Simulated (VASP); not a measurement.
# GaP in VASP: further runs

GaP is run at these levels: PBE; tasks: single point.

Program: VASP 6.6.1. These are calculated values, not measurements. Logs are shortened: lines on timing, memory, paths and dates and some standing lists are left out, and cuts for length are marked.

## (1) The cell of the first run

The cell holds a slab with vacuum, 4 atoms: a = 3.854 Å, b = 3.854 Å, c = 15.934 Å, α = 90.00°, β = 90.00°, γ = 60.00°.

## (2) Single point, PBE

INCAR

```
SYSTEM = GaP
PREC = Accurate ; ENCUT = 520
EDIFF = 1E-7 ; ISMEAR = -1
SIGMA = 0.1 ; LREAL = .FALSE.
LASPH = .TRUE. ; NELM = 100
ALGO = Normal ; ISIF = 2
LWAVE = .FALSE. ; LCHARG = .FALSE.
LDIPOL = .TRUE. ; IDIPOL = 3
DIPOL = 0.5 0.5 0.500 ; GGA = PE
NBANDS = 26
```

KPOINTS

```
regular mesh
0
G
  4 4 1
  0 0 0
```

POSCAR

```
GaP
1.0
    3.8540855109      0.0000000000      0.0000000000
    1.9270427554      3.3377359608      0.0000000000
    0.0000000000      0.0000000000     15.9335595528
Ga P
2 2
Direct
    0.0000000000      0.0000000000      0.3765636913
    0.3333333333      0.3333333333      0.5740617852
    0.3333333333      0.3333333333      0.4259382148
    0.6666666667      0.6666666667      0.6234363087
```

Potentials or basis: VASP PAW PBE potentials, release 64 (Ga_d, P).

Launch:

```console
cat potpaw_PBE.64/Ga_d/POTCAR potpaw_PBE.64/P/POTCAR > POTCAR
mpirun -np 1 vasp_std > vasp.out
```

OUTCAR:

```text
SYSTEM = GaP
   PREC = Accurate
   ENCUT = 520
   EDIFF = 1E-7
   ISMEAR = -1
   LREAL = .FALSE.
   LASPH = .TRUE.
   NELM = 100
   ISIF = 2
   GGA = PE

 ion  position               nearest neighbor table
   1  0.000  0.000  0.377-   3 2.36   3 2.36   3 2.36
   2  0.333  0.333  0.574-   3 2.36   4 2.36   4 2.36   4 2.36
   3  0.333  0.333  0.426-   2 2.36   1 2.36   1 2.36   1 2.36
   4  0.667  0.667  0.623-   2 2.36   2 2.36   2 2.36

  LATTYP: Found a hexagonal cell.
 ALAT       =     3.8540855109
 C/A-ratio  =     4.1341998012

  Lattice vectors:

 A1 = (  -1.9270427554,  -3.3377359608,   0.0000000000)
 A2 = (   3.8540855109,   0.0000000000,   0.0000000000)
 A3 = (   0.0000000000,   0.0000000000,  15.9335595528)

Analysis of symmetry for initial positions (statically):
=====================================================================
 Subroutine PRICEL returns:
 Original cell was already a primitive cell.

 Routine SETGRP: Setting up the symmetry group for a
 hexagonal supercell.

 Subroutine GETGRP returns: Found  6 space group operations
 (whereof  6 operations were pure point group operations)
 out of a pool of 24 trial point group operations.

The static configuration has the point symmetry C_3v.

Analysis of symmetry for dynamics (positions and initial velocities):
=====================================================================
 Subroutine PRICEL returns:
 Original cell was already a primitive cell.

 Routine SETGRP: Setting up the symmetry group for a
 hexagonal supercell.

 Subroutine GETGRP returns: Found  6 space group operations
 (whereof  6 operations were pure point group operations)
 out of a pool of 24 trial point group operations.

The dynamic configuration has the point symmetry C_3v.

 Subroutine INISYM returns: Found  6 space group operations
 (whereof  6 operations are pure point group operations),
 and found     1 'primitive' translations

----------------------------------------------------------------------------------------

                                     Primitive cell

  volume of cell :     204.9680

  direct lattice vectors                    reciprocal lattice vectors
     3.854085511  0.000000000  0.000000000     0.259464923 -0.149802143  0.000000000
     1.927042755  3.337735961  0.000000000     0.000000000  0.299604286  0.000000000
     0.000000000  0.000000000 15.933559553     0.000000000  0.000000000  0.062760615

  length of vectors
     3.854085511  3.854085511 15.933559553     0.299604286  0.299604286  0.062760615

  position of ions in fractional coordinates (direct lattice)
     0.000000000  0.000000000  0.376563691
     0.333333333  0.333333333  0.574061785
     0.333333333  0.333333333  0.425938215
     0.666666667  0.666666667  0.623436309

  ion indices of the primitive-cell ions
   primitive index   ion index
                 1           1
                 2           2
                 3           3
                 4           4

----------------------------------------------------------------------------------------

 KPOINTS: regular mesh

Automatic generation of k-mesh.
 Grid dimensions read from file:
 generate k-points for:    4    4    1

 Generating k-lattice:

  Cartesian coordinates                     Fractional coordinates (reciprocal lattice)
     0.064866231 -0.037450536  0.000000000     0.250000000  0.000000000  0.000000000
     0.000000000  0.074901072  0.000000000     0.000000000  0.250000000  0.000000000
     0.000000000  0.000000000  0.062760615     0.000000000  0.000000000  1.000000000

  Length of vectors
     0.074901072  0.074901072  0.062760615

  Shift w.r.t. Gamma in fractional coordinates (k-lattice)
     0.000000000  0.000000000  0.000000000

 Subroutine IBZKPT returns following result:
 ===========================================

 Found      4 irreducible k-points:

 Following reciprocal coordinates:
            Coordinates               Weight
  0.000000  0.000000  0.000000      1.000000
  0.250000  0.000000  0.000000      6.000000
  0.500000  0.000000  0.000000      3.000000
  0.500000  0.250000  0.000000      6.000000
   k-points           NKPTS =      4   k-points in BZ     NKDIM =      4   number of bands    NBANDS=     26
   number of dos      NEDOS =    301   number of ions     NIONS =      4
   total plane-waves  NPLWV = 108000
   dimension x,y,z NGX =    30 NGY =   30 NGZ =  120
   dimension x,y,z NGXF=    60 NGYF=   60 NGZF=  240
   ions per type =               2   2
   NGX,Y,Z   is equivalent  to a cutoff of  12.94, 12.94, 12.52 a.u.
   NGXF,Y,Z  is equivalent  to a cutoff of  25.88, 25.88, 25.04 a.u.
 SYSTEM =  GaP
   PREC   = accura    normal or accurate (medium, high low for compatibility)
   ISTART =      0    job   : 0-new  1-cont  2-samecut
   ICHARG =      2    charge: 1-file 2-atom 10-const
   ISPIN  =      1    spin polarized calculation?
   LNONCOLLINEAR =      F non collinear calculations
   LSORBIT =      F    spin-orbit coupling
   LASPH  =      T    aspherical Exc in radial PAW
   ENCUT  =  520.0 eV  38.22 Ry    6.18 a.u.   7.17  7.17 29.63*2*pi/ulx,y,z
   NELM   =    100;   NELMIN=  2; NELMDL= -5     # of ELM steps
   EDIFF  = 0.1E-06   stopping-criterion for ELM
   LREAL  =      F    real-space projection
   EDIFFG = 0.1E-05   stopping-criterion for IOM
   NSW    =      0    number of steps for IOM
   IBRION =     -1    ionic relax: 0-MD 1-quasi-New 2-CG
   NFREE  =      0    steps in history (QN), initial steepest desc. (CG)
   ISIF   =      2    stress and relaxation
   ISYM   =      2    0-nonsym 1-usesym 2-fastsym
   POTIM  = 0.5000    time-step for ionic-motion
   TEBEG  =    0.0;   TEEND  =   0.0 temperature during run
   PSTRESS=    0.0 pullay stress
   NELECT =      36.0000    total number of electrons
   NUPDOWN=      -1.0000    fix difference up-down
   EMIN   =  10.00;   EMAX   =-10.00  energy-range for DOS
   EFERMI =   0.00;   METHOD = LEGACY
   ISMEAR =    -1;   SIGMA  =   0.10  broadening in eV -4-tet -1-fermi 0-gaus
   EFERMI_NEDOS =   21; number of points for ismear=-14 and -15
   IALGO  =     38    algorithm
   IMIX   =      4    mixing-type and parameters
     AMIX     =   0.40;   BMIX     =  1.00
     AMIX_MAG =   1.60;   BMIX_MAG =  1.00
  volume/ion in A,a.u.               =      51.24       345.80
  Fermi-wavevector in a.u.,A,eV,Ry     =   0.916812  1.732523 11.436299  0.840544
  Thomas-Fermi vector in A             =   2.041710
   LORBIT       =      0    0 simple, 1 ext, 2 COOP (PROOUT), +10 PAW based schemes
   GGA     = PE    functional components
   LHFCALC =     F    Hartree Fock is set to
   AEXX    =    0.0000 exact exchange contribution
   IVDW    =     0    specifies the selected vdW correction
   LEPSILON=     F    determine dielectric tensor
   LRPA    =     F    only Hartree local field effects (RPA)
 non-spin polarized calculation
  energy-cutoff  :      520.00
  volume of cell :      204.97
 maximum number of plane-waves:      5528
 NGX is ok and might be reduce to    30
   NGX = 15   NGY = 15   NGZ = 59

 number of electron      35.9999994 magnetization

 dipolmoment           0.000000      0.000000      0.164053 electrons x Angstroem

 Free energy of the ion-electron system (eV)
  ---------------------------------------------------
  ext. energy  EPLUGINS =         0.00000000
  ---------------------------------------------------
  free energy    TOTEN  =       -16.29934784 eV

  energy without entropy =      -16.24574919  energy(sigma->0) =      -16.27254851

 E-fermi :  -0.7882     XC(G=0):  -4.7822

 val. band max:       -0.8283733126   @ k =   0.0000   0.0000   0.0000
 cond. band min:      -0.5993731497   @ k =   0.5000   0.2500   0.0000
 fundamental gap:      0.2290001629
 Fermi energy:        -0.7882186161

 k-point     1 :       0.0000    0.0000    0.0000
  band No.  band energies     occupation
      1     -16.2841      2.00000
      2     -16.2130      2.00000
      3     -16.2130      2.00000
      4     -16.1318      2.00000
      5     -16.1318      2.00000
      6     -15.3679      2.00000
[... 18 lines left out ...]
     25       4.0838      0.00000
     26       4.3424      0.00000

 k-point     2 :       0.2500    0.0000    0.0000
  band No.  band energies     occupation
      1     -16.2835      2.00000
      2     -16.2257      2.00000
      3     -16.2106      2.00000
      4     -16.1390      2.00000
      5     -16.1126      2.00000
      6     -15.3458      2.00000
[... 18 lines left out ...]
     25       4.6693      0.00000
     26       5.0952      0.00000

 k-point     3 :       0.5000    0.0000    0.0000
  band No.  band energies     occupation
      1     -16.3004      2.00000
      2     -16.2215      2.00000
      3     -16.2101      2.00000
      4     -16.1449      2.00000
      5     -16.0913      2.00000
      6     -15.3257      2.00000
[... 18 lines left out ...]
     25       5.3117      0.00000
     26       6.2348      0.00000

 k-point     4 :       0.5000    0.2500    0.0000
  band No.  band energies     occupation
      1     -16.2929      2.00000
      2     -16.2214      2.00000
      3     -16.2139      2.00000
      4     -16.1387      2.00000
      5     -16.1018      2.00000
      6     -15.3196      2.00000
[... 18 lines left out ...]
     25       5.0120      0.00000
     26       5.5647      0.00000

------------------------ aborting loop because EDIFF is reached ----------------------------------------

 vacuum level on the upper side and lower side of the slab       (xc-potential included)         0.976        -1.312

  FORCE on cell =-STRESS in cart. coord.  units (eV):
  Direction    XX          YY          ZZ          XY          YZ          ZX
  --------------------------------------------------------------------------------------
  -------------------------------------------------------------------------------------
  Total        0.1802916      0.1802916      1.6524755     -0.0000000      0.0000000      0.0000000
  in kB        1.4092884      1.4092884     12.9169354     -0.0000000      0.0000000      0.0000000
  external PRESSURE =       5.2451707 kB  Pullay stress =       0.0000000 kB

 VOLUME and BASIS-vectors are now :
 -----------------------------------------------------------------------------
  energy-cutoff  :      520.00
  volume of cell :      204.97
      direct lattice vectors                 reciprocal lattice vectors
     3.854085511  0.000000000  0.000000000     0.259464923 -0.149802143  0.000000000
     1.927042755  3.337735961  0.000000000     0.000000000  0.299604286  0.000000000
     0.000000000  0.000000000 15.933559553     0.000000000  0.000000000  0.062760615

 POSITION                                       TOTAL-FORCE (eV/Angst)
 -----------------------------------------------------------------------------------
      0.00000      0.00000      6.00000        -0.000000     -0.000000      0.522356
      1.92704      1.11258      9.14685         0.000000      0.000000      1.173226
      1.92704      1.11258      6.78671        -0.000000      0.000000     -1.470898
      3.85409      2.22516      9.93356        -0.000000      0.000000     -0.224684
 -----------------------------------------------------------------------------------
    total drift:                                0.000003      0.000002      0.000406

  FREE ENERGIE OF THE ION-ELECTRON SYSTEM (eV)
  ---------------------------------------------------
  free  energy   TOTEN  =       -16.2993478388 eV

  energy  without entropy=      -16.2457491875  energy(sigma->0) =      -16.27254851

 vacuum level on the upper side and lower side of the slab         4.812         2.413
```

It used 44 s of CPU time on 1 thread of Intel Xeon 6975P-C (shared host).

What came out:

* Free energy: -16.2993 eV
* Largest force: 1.471 eV/Å
* Band gap on the k mesh: 0.23 eV, indirect (least direct gap 0.69 eV)

Forces in eV/Å, atoms in the order of the input:
```
Ga   0.000  0.000  0.522
Ga   0.000  0.000  1.173
P    0.000  0.000 -1.471
P    0.000  0.000 -0.225
```

Caveat: the k points lie up to 0.47 Å⁻¹ apart.

(Part 1 of 2 ends here.)
